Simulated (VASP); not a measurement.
# NiO (Fm-3m) in VASP: single point with PBE

Aim: the single point of NiO with PBE.

All numbers are computed with VASP 6.6.1; they aren't measurements. Logs are shortened: lines on timing, memory, paths and dates and some standing lists are left out, and cuts for length are marked.

### 1 The cell of the first run

The structure is cubic, space group Fm-3m (No. 225). The conventional cell has a = 4.200 Å, b = 4.200 Å, c = 4.200 Å, α = 90.00°, β = 90.00°, γ = 90.00°. Within 2.8 Å of Ni (site symmetry m-3m) lie 6 O at 2.10 Å. O (site symmetry m-3m) has 6 Ni at 2.10 Å within 2.8 Å.

### 2 Single point, PBE, collinear spin, ferromagnetic start

File INCAR:

```
PREC = Accurate
ENCUT = 520
EDIFF = 1E-6
ISMEAR = -1
SIGMA = 0.03
LREAL = False
LASPH = True
NELM = 150
ALGO = Normal
ISIF = 2
LWAVE = False
LCHARG = False
ISPIN = 2
MAGMOM = 2 2 0 0
LORBIT = 11
LMAXMIX = 4
GGA = PE
NBANDS = 28
ISYM = 0
```

File KPOINTS:

```
regular mesh
0
Gamma
  5 8 9
```

File POSCAR:

```
NiO
1.0
   -2.0999300000     -2.0999300000     -4.1998600000
    2.0999300000     -2.0999300000      0.0000000000
   -2.0999300000     -2.0999300000      0.0000000000
Ni O
2 2
Direct
    0.0000000000      0.0000000000      0.0000000000
    0.5000000000      0.5000000000      0.0000000000
    0.0000000000      0.5000000000      0.5000000000
    0.5000000000      0.0000000000      0.5000000000
```

Potentials or basis: VASP PAW PBE potentials, release 64 (Ni, O).

Launch:

```console
cat potpaw_PBE.64/Ni/POTCAR potpaw_PBE.64/O/POTCAR > POTCAR
mpirun -np 1 vasp_std > vasp.out
```

OUTCAR:

```text
PREC = Accurate
   ENCUT = 520
   EDIFF = 1E-6
   ISMEAR = -1
   LREAL = False
   LASPH = True
   NELM = 150
   ISIF = 2
   ISPIN = 2
   LORBIT = 11
   GGA = PE
   ISYM = 0

 ion  position               nearest neighbor table
   1  0.000  0.000  0.000-   3 2.10   3 2.10   4 2.10   3 2.10   3 2.10   4 2.10   2 2.97   2 2.97
                             2 2.97   2 2.97   2 2.97   2 2.97   2 2.97   2 2.97
   2  0.500  0.500  0.000-   4 2.10   3 2.10   4 2.10   4 2.10   4 2.10   3 2.10   1 2.97   1 2.97
                             1 2.97   1 2.97   1 2.97   1 2.97   1 2.97   1 2.97
   3  0.000  0.500  0.500-   1 2.10   1 2.10   2 2.10   1 2.10   1 2.10   2 2.10
   4  0.500  0.000  0.500-   2 2.10   1 2.10   2 2.10   2 2.10   2 2.10   1 2.10

IMPORTANT INFORMATION: All symmetrisations will be switched off!
NOSYMM: (Re-)initialisation of all symmetry stuff for point group C_1.

----------------------------------------------------------------------------------------

                                     Primitive cell

  volume of cell :      37.0403

  direct lattice vectors                    reciprocal lattice vectors
    -2.099930000 -2.099930000 -4.199860000     0.000000000  0.000000000 -0.238103175
     2.099930000 -2.099930000  0.000000000     0.238103175 -0.238103175  0.000000000
    -2.099930000 -2.099930000  0.000000000    -0.238103175 -0.238103175  0.238103175

  length of vectors
     5.143756996  2.969749486  2.969749486     0.238103175  0.336728739  0.412406796

  position of ions in fractional coordinates (direct lattice)
     0.000000000  0.000000000  0.000000000
     0.500000000  0.500000000  0.000000000
     0.000000000  0.500000000  0.500000000
     0.500000000  0.000000000  0.500000000

  ion indices of the primitive-cell ions
   primitive index   ion index
                 1           1
                 2           2
                 3           3
                 4           4

----------------------------------------------------------------------------------------

 KPOINTS: regular mesh

Automatic generation of k-mesh.
 Grid dimensions read from file:
 generate k-points for:    5    8    9

 Generating k-lattice:

  Cartesian coordinates                     Fractional coordinates (reciprocal lattice)
     0.000000000  0.000000000 -0.047620635     0.200000000  0.000000000  0.000000000
     0.029762897 -0.029762897  0.000000000     0.000000000  0.125000000  0.000000000
    -0.026455908 -0.026455908  0.026455908     0.000000000  0.000000000  0.111111111

  Length of vectors
     0.047620635  0.042091092  0.045822977

  Shift w.r.t. Gamma in fractional coordinates (k-lattice)
     0.000000000  0.000000000  0.000000000

 -----------------------------------------------------------------------------
|                                                                             |
|           W    W    AA    RRRRR   N    N  II  N    N   GGGG   !!!           |
|           W    W   A  A   R    R  NN   N  II  NN   N  G    G  !!!           |
|           W    W  A    A  R    R  N N  N  II  N N  N  G       !!!           |
|           W WW W  AAAAAA  RRRRR   N  N N  II  N  N N  G  GGG   !            |
|           WW  WW  A    A  R   R   N   NN  II  N   NN  G    G                |
|           W    W  A    A  R    R  N    N  II  N    N   GGGG   !!!           |
|                                                                             |
|     Your reciprocal lattice and k-lattice belong to different lattice       |
|     classes:                                                                |
|                                                                             |
|        The reciprocal lattice is simple tetragonal,                         |
|        whereas your k-lattice is simple monoclinic.                         |
|                                                                             |
|     Results are often still useful ...                                      |
|                                                                             |
 -----------------------------------------------------------------------------

 WARNING: IBZKPT: internal override: KBLOWUP is changed to .FALSE.
      ... skipping the blow-up phase ...

 Subroutine IBZKPT returns following result:
 ===========================================

 Found    181 irreducible k-points:

 Following reciprocal coordinates:
            Coordinates               Weight
  0.000000  0.000000  0.000000      1.000000
  0.200000  0.000000  0.000000      2.000000
  0.400000  0.000000  0.000000      2.000000
  0.000000  0.125000  0.000000      2.000000
  0.200000  0.125000  0.000000      2.000000
  0.400000  0.125000  0.000000      2.000000
[... 16 lines left out ...]
  0.200000  0.000000  0.111111      2.000000
  0.400000  0.000000  0.111111      2.000000
 [... further k-points ...]
   k-points           NKPTS =    181   k-points in BZ     NKDIM =    181   number of bands    NBANDS=     28
   number of dos      NEDOS =    301   number of ions     NIONS =      4
   total plane-waves  NPLWV =  23040
   dimension x,y,z NGX =    40 NGY =   24 NGZ =   24
   dimension x,y,z NGXF=    80 NGYF=   48 NGZF=   48
   ions per type =               2   2
   NGX,Y,Z   is equivalent  to a cutoff of  12.93, 13.44, 13.44 a.u.
   NGXF,Y,Z  is equivalent  to a cutoff of  25.86, 26.87, 26.87 a.u.
 SYSTEM =  unknown system
   PREC   = accura    normal or accurate (medium, high low for compatibility)
   ISTART =      0    job   : 0-new  1-cont  2-samecut
   ICHARG =      2    charge: 1-file 2-atom 10-const
   ISPIN  =      2    spin polarized calculation?
   LNONCOLLINEAR =      F non collinear calculations
   LSORBIT =      F    spin-orbit coupling
   LASPH  =      T    aspherical Exc in radial PAW
   ENCUT  =  520.0 eV  38.22 Ry    6.18 a.u.   9.56  5.52  5.52*2*pi/ulx,y,z
   NELM   =    150;   NELMIN=  2; NELMDL= -5     # of ELM steps
   EDIFF  = 0.1E-05   stopping-criterion for ELM
   LREAL  =      F    real-space projection
   EDIFFG = 0.1E-04   stopping-criterion for IOM
   NSW    =      0    number of steps for IOM
   IBRION =     -1    ionic relax: 0-MD 1-quasi-New 2-CG
   NFREE  =      0    steps in history (QN), initial steepest desc. (CG)
   ISIF   =      2    stress and relaxation
   ISYM   =      0    0-nonsym 1-usesym 2-fastsym
   POTIM  = 0.5000    time-step for ionic-motion
   TEBEG  =    0.0;   TEEND  =   0.0 temperature during run
   PSTRESS=    0.0 pullay stress
   NELECT =      32.0000    total number of electrons
   NUPDOWN=      -1.0000    fix difference up-down
   EMIN   =  10.00;   EMAX   =-10.00  energy-range for DOS
   EFERMI =   0.00;   METHOD = LEGACY
   ISMEAR =    -1;   SIGMA  =   0.03  broadening in eV -4-tet -1-fermi 0-gaus
   EFERMI_NEDOS =   21; number of points for ismear=-14 and -15
   IALGO  =     38    algorithm
   IMIX   =      4    mixing-type and parameters
     AMIX     =   0.40;   BMIX     =  1.00
     AMIX_MAG =   1.60;   BMIX_MAG =  1.00
  volume/ion in A,a.u.               =       9.26        62.49
  Fermi-wavevector in a.u.,A,eV,Ry     =   1.559193  2.946448 33.076910  2.431084
  Thomas-Fermi vector in A             =   2.662588
   LORBIT       =     11    0 simple, 1 ext, 2 COOP (PROOUT), +10 PAW based schemes
   GGA     = PE    functional components
   LHFCALC =     F    Hartree Fock is set to
   AEXX    =    0.0000 exact exchange contribution
   IVDW    =     0    specifies the selected vdW correction
   LEPSILON=     F    determine dielectric tensor
   LRPA    =     F    only Hartree local field effects (RPA)
 spin polarized calculation
  energy-cutoff  :      520.00
  volume of cell :       37.04
 maximum number of plane-waves:      1011
 NGX is ok and might be reduce to    40
   NGX = 19   NGY = 11   NGZ = 11

 number of electron      31.9999988 magnetization       3.5636597

 Free energy of the ion-electron system (eV)
  ---------------------------------------------------
  ext. energy  EPLUGINS =         0.00000000
  ---------------------------------------------------
  free energy    TOTEN  =       -22.95939761 eV

  energy without entropy =      -22.95354308  energy(sigma->0) =      -22.95647034

 E-fermi :   7.6561     XC(G=0): -12.5819

 val. band max:        7.6407884140   @ k =  -0.2000   0.2500   0.2222
 cond. band min:       7.6649323675   @ k =   0.2000  -0.3750   0.3333
 fundamental gap:      0.0241439534
 Fermi energy:         7.6560600880

 spin component 1

 k-point     1 :       0.0000    0.0000    0.0000
  band No.  band energies     occupation
      1     -12.5513      1.00000
      2     -11.1670      1.00000
      3       0.8912      1.00000
      4       3.4543      1.00000
      5       3.4578      1.00000
      6       4.1822      1.00000
[... 20 lines left out ...]
     27      26.4501      0.00000
     28      26.4501      0.00000

 k-point     2 :       0.2000    0.0000    0.0000
  band No.  band energies     occupation
      1     -12.4073      1.00000
      2     -11.2792      1.00000
      3       0.7672      1.00000
      4       3.0330      1.00000
      5       3.4523      1.00000
      6       3.4556      1.00000
[... 20 lines left out ...]
     27      25.4125      0.00000
     28      26.4357      0.00000

 k-point     3 :       0.4000    0.0000    0.0000
  band No.  band energies     occupation
      1     -12.0364      1.00000
      2     -11.6001      1.00000
      3       0.8516      1.00000
      4       1.6189      1.00000
      5       3.5192      1.00000
      6       3.5222      1.00000
[... 616 lines left out ...]
      3       0.9165      1.00000
      4       2.7592      1.00000
      5       3.0698      1.00000
      6       3.6594      1.00000
[... 20 lines left out ...]
     27      26.1073      0.00000
     28      27.4325      0.00000

 k-point    24 :       0.4000    0.0000    0.1111
  band No.  band energies     occupation
      1     -12.1812      1.00000
      2     -11.3583      1.00000
      3       0.7306      1.00000
      4       2.2326      1.00000
      5       2.8400      1.00000
      6       3.0764      1.00000
[... 20 lines left out ...]
     27      24.6377      0.00000
     28      26.5355      0.00000

 [... further k-points ...]

 spin component 2

 k-point     1 :       0.0000    0.0000    0.0000
  band No.  band energies     occupation
      1     -12.1008      1.00000
      2     -10.6320      1.00000
      3       1.2411      1.00000
      4       3.9203      1.00000
      5       3.9314      1.00000
      6       4.8986      1.00000
[... 20 lines left out ...]
     27      26.6655      0.00000
     28      26.6672      0.00000

 k-point     2 :       0.2000    0.0000    0.0000
  band No.  band energies     occupation
      1     -11.9522      1.00000
      2     -10.7564      1.00000
      3       1.2317      1.00000
      4       3.9329      1.00000
      5       3.9436      1.00000
      6       3.9990      1.00000
[... 20 lines left out ...]
     27      25.6792      0.00000
     28      26.9128      0.00000

 k-point     3 :       0.4000    0.0000    0.0000
  band No.  band energies     occupation
      1     -11.5664      1.00000
      2     -11.1047      1.00000
      3       1.5117      1.00000
      4       2.4487      1.00000
      5       4.0317      1.00000
      6       4.0418      1.00000
[... 616 lines left out ...]
      3       1.2964      1.00000
      4       3.2817      1.00000
      5       3.7654      1.00000
      6       4.2522      1.00000
[... 20 lines left out ...]
     27      26.3642      0.00000
     28      27.5880      0.00000

 k-point    24 :       0.4000    0.0000    0.1111
  band No.  band energies     occupation
      1     -11.7183      1.00000
      2     -10.8464      1.00000
      3       1.2612      1.00000
      4       2.9747      1.00000
      5       3.4336      1.00000
      6       3.7938      1.00000
[... 20 lines left out ...]
     27      24.9721      0.00000
     28      26.8618      0.00000

 [... further k-points ...]
[... 5 lines left out ...]
  --------------------------------------------------------------------------------------
  -------------------------------------------------------------------------------------
  Total        0.4610780      0.4608014      0.4192306     -0.0210882     -0.0001504     -0.0001431
  in kB       19.9439203     19.9319573     18.1338103     -0.9121714     -0.0065057     -0.0061883
  external PRESSURE =      19.3365626 kB  Pullay stress =       0.0000000 kB

 VOLUME and BASIS-vectors are now :
 -----------------------------------------------------------------------------
  energy-cutoff  :      520.00
  volume of cell :       37.04
      direct lattice vectors                 reciprocal lattice vectors
    -2.099930000 -2.099930000 -4.199860000     0.000000000  0.000000000 -0.238103175
     2.099930000 -2.099930000  0.000000000     0.238103175 -0.238103175  0.000000000
    -2.099930000 -2.099930000  0.000000000    -0.238103175 -0.238103175  0.238103175

 POSITION                                       TOTAL-FORCE (eV/Angst)
 -----------------------------------------------------------------------------------
      0.00000      0.00000      0.00000         0.000000      0.000000     -0.000000
      0.00000     -2.09993     -2.09993         0.000000      0.000000      0.000000
      0.00000     -2.09993      0.00000         0.000000     -0.000000      0.000000
     -2.09993     -2.09993     -2.09993        -0.000000     -0.000000     -0.000000
 -----------------------------------------------------------------------------------
    total drift:                               -0.000001     -0.000000     -0.000000

  FREE ENERGIE OF THE ION-ELECTRON SYSTEM (eV)
  ---------------------------------------------------
  free  energy   TOTEN  =       -22.9593976072 eV

  energy  without entropy=      -22.9535430770  energy(sigma->0) =      -22.95647034

 total charge

# of ion       s       p       d       tot
------------------------------------------
    1        0.327   0.393   8.233   8.953
    2        0.327   0.393   8.233   8.953
    3        1.556   3.416   0.000   4.973
    4        1.556   3.416   0.000   4.973
--------------------------------------------------
tot          3.767   7.618  16.467  27.851

 magnetization (x)

# of ion       s       p       d       tot
------------------------------------------
    1        0.011   0.015   1.436   1.462
    2        0.011   0.015   1.436   1.462
    3        0.028   0.248   0.000   0.275
    4        0.028   0.248   0.000   0.275
--------------------------------------------------
tot          0.078   0.525   2.871   3.474
```

Wall time 10 min (1 thread of Intel Xeon 8259CL, shared host); peak memory 0.37 GiB.

What came out:

| Quantity | Value |
| --- | --- |
| Free energy | -22.9594 eV |
| Pressure | 1.9 GPa |
| Net moment | 3.56 μB per cell |
| Site moments | Ni +1.46; O +0.28 μB |
| Valence electrons inside the program's atomic spheres | Ni 8.95; O 4.97 |

Stress tensor (GPa, compression positive):
```
 1.99 -0.09  0.00
-0.09  1.99  0.00
 0.00  0.00  1.81
```

Caveat: semilocal functionals often make such compounds metallic where correlation or magnetic order opens a gap, which also shifts bond lengths. With open d or f shells a metallic result of PBE can be an artefact of self-interaction; +U or a hybrid may open a gap.
